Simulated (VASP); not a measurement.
Write the native input for VASP 6.6.1 that does the following.

| Item | Value |
| --- | --- |
| Task | single point |
| Functional | PBE |
| Potentials or basis | VASP PAW PBE potentials, release 64 (Co, O) |
| Cutoff | 520 eV |
| k mesh | 14 × 14 × 14 |
| Occupations | gaussian, width 0.02 eV |
| Spin | collinear spin, ferromagnetic start |
| Starting moments | [3.0, 0.0] μB |
| Hubbard terms | Co d U = 3.32 eV |
| Dipole correction | no |
| Further INCAR settings | ALGO = Normal; EDIFF = 1e-06; NBANDS = 18 |

The structure of CoO lies in POSCAR:

```
CoO
1.0
    0.0000000000      2.3497749699      2.3497749699
    2.3497749699      0.0000000000      2.3497749699
    2.3497749699      2.3497749699      0.0000000000
Co O
1 1
Direct
    0.0000000000      0.0000000000      0.0000000000
    0.2500000000      0.2500000000      0.2500000000
```

These files were run (other wordings do the same):

INCAR

```
SYSTEM = CoO
  PREC = Accurate
  ENCUT = 520
  EDIFF = 1E-6
  ISMEAR = 0
  SIGMA = 0.02
  LREAL = .FALSE.
  LASPH = .TRUE.
  NELM = 150
  ALGO = Normal
  ISIF = 2
  LWAVE = .FALSE.
  LCHARG = .FALSE.
  ISPIN = 2
  MAGMOM = 3 0
  LORBIT = 11
  LMAXMIX = 4
  LDAU = .TRUE.
  LDAUTYPE = 2
  LDAUL = 2 -1
  LDAUU = 3.32 0
  LDAUJ = 0 0
  LDAUPRINT = 1
  GGA = PE
  NBANDS = 18
```

KPOINTS

```
regular mesh
0
G
  14 14 14
  0 0 0
```

Potentials or basis: VASP PAW PBE potentials, release 64 (Co, O).

Command:

```console
$ cat potpaw_PBE.64/Co/POTCAR potpaw_PBE.64/O/POTCAR > POTCAR
$ mpirun -np 1 vasp_std > vasp.out
```

It gave:

```
Pressure                                              : -6.1 GPa
Band gap on the k mesh                                : 0.60 eV
Net moment                                            : 3.00 μB per cell
Site moments                                          : Co +2.72; O +0.17 μB
Valence electrons inside the program's atomic spheres : Co 7.80; O 4.98
```

Caveat: the cell stands under tension; a cell with one magnetic atom can't hold antiferromagnetic order, which such compounds often take.

It took 3.4 min on 1 thread of Intel Xeon 8259CL, with other jobs on the host, peak memory 0.23 GiB.
